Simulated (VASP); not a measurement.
# BN (F-43m) in VASP: notebook

BN is run at these levels: PBE, RPBE+D3(BJ), BLYP+D4; tasks: single point, relaxation of cell and atoms.

Program: VASP 6.6.1. These are calculated values, not measurements. Logs are shortened: lines on timing, memory, paths and dates and some standing lists are left out, and cuts for length are marked.

### 1 The cell of the first run

It takes space group F-43m (No. 216, cubic). The conventional cell has a = 3.626 Å, b = 3.626 Å, c = 3.626 Å, α = 90.00°, β = 90.00°, γ = 90.00°. Within 2.1 Å of N (site symmetry -43m) lie 4 B at 1.57 Å. B (site symmetry -43m) has 4 N at 1.57 Å within 2.1 Å.

### 2 Single point, PBE

INCAR reads:

```
PREC = Accurate
ENCUT = 520
EDIFF = 1E-6
ISMEAR = -1
SIGMA = 0.04
LREAL = False
LASPH = True
NELM = 100
ALGO = Normal
ISIF = 2
LWAVE = False
LCHARG = False
GGA = PE
NBANDS = 11
```

KPOINTS reads:

```
Automatic mesh
0
Gamma
  8 8 8
```

POSCAR reads:

```
BN
1.0
    0.0000000000      1.8130010000      1.8130010000
    1.8130010000      0.0000000000      1.8130010000
    1.8130010000      1.8130010000      0.0000000000
N B
1 1
Direct
    0.2500000000      0.2500000000      0.2500000000
    0.0000000000      0.0000000000      0.0000000000
```

Potentials or basis: VASP PAW PBE potentials, release 64 (N, B).

The run is started by

```
cat potpaw_PBE.64/N/POTCAR potpaw_PBE.64/B/POTCAR > POTCAR
mpirun -np 1 vasp_std > vasp.out
```

OUTCAR:

```text
PREC = Accurate
   ENCUT = 520
   EDIFF = 1E-6
   ISMEAR = -1
   LREAL = False
   LASPH = True
   NELM = 100
   ISIF = 2
   GGA = PE

 ion  position               nearest neighbor table
   1  0.250  0.250  0.250-   2 1.57   2 1.57   2 1.57   2 1.57
   2  0.000  0.000  0.000-   1 1.57   1 1.57   1 1.57   1 1.57

  LATTYP: Found a face centered cubic cell.
 ALAT       =     3.6260020000

  Lattice vectors:

 A1 = (   0.0000000000,   1.8130010000,   1.8130010000)
 A2 = (   1.8130010000,   0.0000000000,   1.8130010000)
 A3 = (   1.8130010000,   1.8130010000,   0.0000000000)

Analysis of symmetry for initial positions (statically):
=====================================================================
 Subroutine PRICEL returns:
 Original cell was already a primitive cell.

 Routine SETGRP: Setting up the symmetry group for a
 face centered cubic supercell.

 Subroutine GETGRP returns: Found 24 space group operations
 (whereof 24 operations were pure point group operations)
 out of a pool of 48 trial point group operations.

The static configuration has the point symmetry T_d .

Analysis of symmetry for dynamics (positions and initial velocities):
=====================================================================
 Subroutine PRICEL returns:
 Original cell was already a primitive cell.

 Routine SETGRP: Setting up the symmetry group for a
 face centered cubic supercell.

 Subroutine GETGRP returns: Found 24 space group operations
 (whereof 24 operations were pure point group operations)
 out of a pool of 48 trial point group operations.

The dynamic configuration has the point symmetry T_d .

 Subroutine INISYM returns: Found 24 space group operations
 (whereof 24 operations are pure point group operations),
 and found     1 'primitive' translations

----------------------------------------------------------------------------------------

                                     Primitive cell

  volume of cell :      11.9186

  direct lattice vectors                    reciprocal lattice vectors
     0.000000000  1.813001000  1.813001000    -0.275785838  0.275785838  0.275785838
     1.813001000  0.000000000  1.813001000     0.275785838 -0.275785838  0.275785838
     1.813001000  1.813001000  0.000000000     0.275785838  0.275785838 -0.275785838

  length of vectors
     2.563970603  2.563970603  2.563970603     0.477675083  0.477675083  0.477675083

  position of ions in fractional coordinates (direct lattice)
     0.250000000  0.250000000  0.250000000
     0.000000000  0.000000000  0.000000000

  ion indices of the primitive-cell ions
   primitive index   ion index
                 1           1
                 2           2

----------------------------------------------------------------------------------------

 KPOINTS: Automatic mesh

Automatic generation of k-mesh.
 Grid dimensions read from file:
 generate k-points for:    8    8    8

 Generating k-lattice:

  Cartesian coordinates                     Fractional coordinates (reciprocal lattice)
    -0.034473230  0.034473230  0.034473230     0.125000000  0.000000000  0.000000000
     0.034473230 -0.034473230  0.034473230     0.000000000  0.125000000  0.000000000
     0.034473230  0.034473230 -0.034473230     0.000000000  0.000000000  0.125000000

  Length of vectors
     0.059709385  0.059709385  0.059709385

  Shift w.r.t. Gamma in fractional coordinates (k-lattice)
     0.000000000  0.000000000  0.000000000

 Subroutine IBZKPT returns following result:
 ===========================================

 Found     29 irreducible k-points:

 Following reciprocal coordinates:
            Coordinates               Weight
  0.000000  0.000000  0.000000      1.000000
  0.125000  0.000000  0.000000      8.000000
  0.250000  0.000000  0.000000      8.000000
  0.375000  0.000000  0.000000      8.000000
  0.500000  0.000000  0.000000      4.000000
  0.125000  0.125000  0.000000      6.000000
[... 16 lines left out ...]
  0.500000  0.250000  0.125000     48.000000
 -0.375000  0.250000  0.125000     24.000000
 [... further k-points ...]
   k-points           NKPTS =     29   k-points in BZ     NKDIM =     29   number of bands    NBANDS=     11
   number of dos      NEDOS =    301   number of ions     NIONS =      2
   total plane-waves  NPLWV =   8000
   dimension x,y,z NGX =    20 NGY =   20 NGZ =   20
   dimension x,y,z NGXF=    40 NGYF=   40 NGZF=   40
   ions per type =               1   1
   NGX,Y,Z   is equivalent  to a cutoff of  12.97, 12.97, 12.97 a.u.
   NGXF,Y,Z  is equivalent  to a cutoff of  25.94, 25.94, 25.94 a.u.
 SYSTEM =  unknown system
   PREC   = accura    normal or accurate (medium, high low for compatibility)
   ISTART =      0    job   : 0-new  1-cont  2-samecut
   ICHARG =      2    charge: 1-file 2-atom 10-const
   ISPIN  =      1    spin polarized calculation?
   LNONCOLLINEAR =      F non collinear calculations
   LSORBIT =      F    spin-orbit coupling
   LASPH  =      T    aspherical Exc in radial PAW
   ENCUT  =  520.0 eV  38.22 Ry    6.18 a.u.   4.77  4.77  4.77*2*pi/ulx,y,z
   NELM   =    100;   NELMIN=  2; NELMDL= -5     # of ELM steps
   EDIFF  = 0.1E-05   stopping-criterion for ELM
   LREAL  =      F    real-space projection
   EDIFFG = 0.1E-04   stopping-criterion for IOM
   NSW    =      0    number of steps for IOM
   IBRION =     -1    ionic relax: 0-MD 1-quasi-New 2-CG
   NFREE  =      0    steps in history (QN), initial steepest desc. (CG)
   ISIF   =      2    stress and relaxation
   ISYM   =      2    0-nonsym 1-usesym 2-fastsym
   POTIM  = 0.5000    time-step for ionic-motion
   TEBEG  =    0.0;   TEEND  =   0.0 temperature during run
   PSTRESS=    0.0 pullay stress
   NELECT =       8.0000    total number of electrons
   NUPDOWN=      -1.0000    fix difference up-down
   EMIN   =  10.00;   EMAX   =-10.00  energy-range for DOS
   EFERMI =   0.00;   METHOD = LEGACY
   ISMEAR =    -1;   SIGMA  =   0.04  broadening in eV -4-tet -1-fermi 0-gaus
   EFERMI_NEDOS =   21; number of points for ismear=-14 and -15
   IALGO  =     38    algorithm
   IMIX   =      4    mixing-type and parameters
     AMIX     =   0.40;   BMIX     =  1.00
     AMIX_MAG =   1.60;   BMIX_MAG =  1.00
  volume/ion in A,a.u.               =       5.96        40.22
  Fermi-wavevector in a.u.,A,eV,Ry     =   1.433387  2.708709 27.954506  2.054598
  Thomas-Fermi vector in A             =   2.552911
   LORBIT       =      0    0 simple, 1 ext, 2 COOP (PROOUT), +10 PAW based schemes
   GGA     = PE    functional components
   LHFCALC =     F    Hartree Fock is set to
   AEXX    =    0.0000 exact exchange contribution
   IVDW    =     0    specifies the selected vdW correction
   LEPSILON=     F    determine dielectric tensor
   LRPA    =     F    only Hartree local field effects (RPA)
 non-spin polarized calculation
  energy-cutoff  :      520.00
  volume of cell :       11.92
 maximum number of plane-waves:       332
   NGX =  9   NGY =  9   NGZ =  9

 number of electron       7.9999999 magnetization

 Free energy of the ion-electron system (eV)
  ---------------------------------------------------
  ext. energy  EPLUGINS =         0.00000000
  ---------------------------------------------------
  free energy    TOTEN  =       -17.45074349 eV

  energy without entropy =      -17.45074349  energy(sigma->0) =      -17.45074349

 E-fermi :   8.0851     XC(G=0): -12.7770

 val. band max:        7.2913106805   @ k =   0.0000   0.0000   0.0000
 cond. band min:      11.7407678132   @ k =   0.5000   0.5000   0.0000
 fundamental gap:      4.4494571327
 Fermi energy:         8.0850907860

 k-point     1 :       0.0000    0.0000    0.0000
  band No.  band energies     occupation
      1     -12.8362      2.00000
      2       7.2913      2.00000
      3       7.2913      2.00000
      4       7.2913      2.00000
      5      16.0676      0.00000
      6      16.0676      0.00000
      7      16.0676      0.00000
      8      17.4927      0.00000
      9      31.8725      0.00000
     10      34.9487      0.00000
     11      34.9487      0.00000

 k-point     2 :       0.1250    0.0000    0.0000
  band No.  band energies     occupation
      1     -12.4600      2.00000
      2       5.4269      2.00000
      3       6.9148      2.00000
      4       6.9148      2.00000
      5      16.4113      0.00000
      6      16.6328      0.00000
      7      16.6328      0.00000
      8      18.6896      0.00000
      9      31.4578      0.00000
     10      31.8534      0.00000
     11      31.8534      0.00000

 k-point     3 :       0.2500    0.0000    0.0000
  band No.  band energies     occupation
      1     -11.3687      2.00000
      2       1.8491      2.00000
      3       6.1739      2.00000
      4       6.1739      2.00000
      5      16.8422      0.00000
      6      17.5747      0.00000
      7      17.5747      0.00000
      8      20.7420      0.00000
      9      30.6257      0.00000
     10      30.8051      0.00000
     11      30.8051      0.00000

 k-point     4 :       0.3750    0.0000    0.0000
  band No.  band energies     occupation
      1      -9.7605      2.00000
      2      -1.5740      2.00000
      3       5.5830      2.00000
      4       5.5830      2.00000
      5      17.1884      0.00000
      6      17.9401      0.00000
      7      17.9401      0.00000
      8      22.0471      0.00000
      9      30.4152      0.00000
     10      32.3104      0.00000
     11      32.3104      0.00000
[... 239 lines left out ...]
 k-point    22 :       0.3750    0.2500    0.1250
  band No.  band energies     occupation
      1     -10.4396      2.00000
      2       1.6219      2.00000
      3       3.3869      2.00000
      4       5.2860      2.00000
      5      15.8115      0.00000
      6      19.0750      0.00000
      7      19.7953      0.00000
      8      20.5234      0.00000
      9      26.6775      0.00000
     10      32.8502      0.00000
     11      34.4653      0.00000

 k-point    23 :       0.5000    0.2500    0.1250
  band No.  band energies     occupation
      1      -8.9388      2.00000
      2      -0.8740      2.00000
      3       2.5748      2.00000
      4       4.3697      2.00000
      5      16.6346      0.00000
      6      18.5855      0.00000
      7      20.9061      0.00000
      8      21.8331      0.00000
      9      27.2826      0.00000
     10      32.3685      0.00000
     11      34.6316      0.00000

 k-point    24 :      -0.3750    0.2500    0.1250
  band No.  band energies     occupation
      1      -7.9668      2.00000
      2      -2.3277      2.00000
      3       2.4999      2.00000
      4       3.8737      2.00000
      5      16.8446      0.00000
      6      18.3807      0.00000
      7      21.5433      0.00000
      8      22.9465      0.00000
      9      26.6588      0.00000
     10      32.9765      0.00000
     11      34.6245      0.00000

 [... further k-points ...]

------------------------ aborting loop because EDIFF is reached ----------------------------------------

  FORCE on cell =-STRESS in cart. coord.  units (eV):
  Direction    XX          YY          ZZ          XY          YZ          ZX
  --------------------------------------------------------------------------------------
  -------------------------------------------------------------------------------------
  Total       -0.0117641     -0.0117641     -0.0117641      0.0000000     -0.0000000     -0.0000000
  in kB       -1.5814133     -1.5814133     -1.5814133      0.0000000     -0.0000000     -0.0000000
  external PRESSURE =      -1.5814133 kB  Pullay stress =       0.0000000 kB

 VOLUME and BASIS-vectors are now :
 -----------------------------------------------------------------------------
  energy-cutoff  :      520.00
  volume of cell :       11.92
      direct lattice vectors                 reciprocal lattice vectors
     0.000000000  1.813001000  1.813001000    -0.275785838  0.275785838  0.275785838
     1.813001000  0.000000000  1.813001000     0.275785838 -0.275785838  0.275785838
     1.813001000  1.813001000  0.000000000     0.275785838  0.275785838 -0.275785838

 POSITION                                       TOTAL-FORCE (eV/Angst)
 -----------------------------------------------------------------------------------
      0.90650      0.90650      0.90650         0.000000     -0.000000      0.000000
      0.00000      0.00000      0.00000        -0.000000      0.000000     -0.000000
 -----------------------------------------------------------------------------------
    total drift:                                0.000000      0.000000      0.000000

  FREE ENERGIE OF THE ION-ELECTRON SYSTEM (eV)
  ---------------------------------------------------
  free  energy   TOTEN  =       -17.4507434885 eV

  energy  without entropy=      -17.4507434885  energy(sigma->0) =      -17.45074349
```

It took 3.2 s on 1 thread of Intel Xeon 6975P-C, shared host; peak memory 0.12 GiB.

Results:

| Property | Result |
| --- | --- |
| Free energy | -17.4507 eV |
| Pressure | -0.2 GPa |
| Band gap on the k mesh | 4.45 eV, indirect (least direct gap 8.78 eV) |

Levels at points of the mesh, in eV from the valence-band top:
```
           k point  band 1  band 2  band 3  band 4  band 5  band 6  band 7  band 8  band 9
(0.00, 0.00, 0.00)  -20.13    0.00    0.00    0.00    8.78    8.78    8.78   10.20   24.58
(0.50, 0.00, 0.00)  -15.95  -10.61   -1.92   -1.92   10.03   10.66   10.66   15.16   23.33
(0.50, 0.50, 0.00)  -14.60   -8.86   -4.86   -4.86    4.45    9.18   17.78   17.78   20.63
```

(Part 1 of 3 ends here.)
